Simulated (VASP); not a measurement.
**GaSb: single point with PBE**

The system is GaSb.

```
Sb Ga
1.0
     0.00000    3.11900    3.11900
     3.11900    0.00000    3.11900
     3.11900    3.11900    0.00000
Sb Ga
1 1
Direct
  0.75000 0.75000 0.75000
  0.00000 0.00000 0.00000
```

```yaml
Program: VASP 6.6.1
Task: single point
Functional: PBE
Potentials_or_basis: VASP PAW PBE potentials, release 64 (Sb, Ga_d)
Cutoff: 520 eV
k_mesh: 8 × 8 × 8
Occupations: fermi-dirac, width 0.05 eV
Spin: non-collinear spin, zero start, spin-orbit coupling
Starting_moments: "[[0.0, 0.0, 0.0], [0.0, 0.0, 0.0]] μB"
```

```json
{
  "Pressure": "-0.4 GPa",
  "Net moment": "0.00 μB per cell",
  "Valence electrons inside the program's atomic spheres": "Sb 2.47; Ga 11.58"
}
```

Moments on the atoms (μB; x, y, z):
```
Sb  0.00 0.00 0.00
Ga  0.00 0.00 0.00
```

Wall time 3.1 min on 1 thread of AMD EPYC 7R43 64-Core Processor (Zen 3) (shared host), peak memory 0.4 GiB.
